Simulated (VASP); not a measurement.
A run of VASP 6.6.1:

Contents of INCAR:

```
SYSTEM = Zn
PREC = Accurate ; ENCUT = 520
EDIFF = 1E-7 ; ISMEAR = -1
SIGMA = 0.05 ; LREAL = .FALSE.
LASPH = .TRUE. ; NELM = 60
ALGO = Normal ; ISIF = 2
LWAVE = .FALSE. ; LCHARG = .FALSE.
NBANDS = 12
```

KPOINTS

```
regular mesh
0
G
  12 12 12
  0 0 0
```

POSCAR

```
Zn
1.0
    0.0000000000      2.0033108028      2.0033108028
    2.0033108028      0.0000000000      2.0033108028
    2.0033108028      2.0033108028      0.0000000000
Zn
1
Direct
    0.0000000000      0.0000000000      0.0000000000
```

Potentials or basis: VASP PAW LDA potentials, release 64 (Zn).

Run with:

```console
$ cat potpaw_LDA.64/Zn/POTCAR > POTCAR
$ mpirun -np 1 vasp_std > vasp.out
```

Hardware: 1 thread of AMD EPYC 7R13, with other jobs on the host.

Problem. Estimate the wall time of this run.

Solution. It took 39 s on 1 thread of AMD EPYC 7R13, with other jobs on the host, peak memory 0.1 GiB. Counts: scf iterations 11, k points 72.
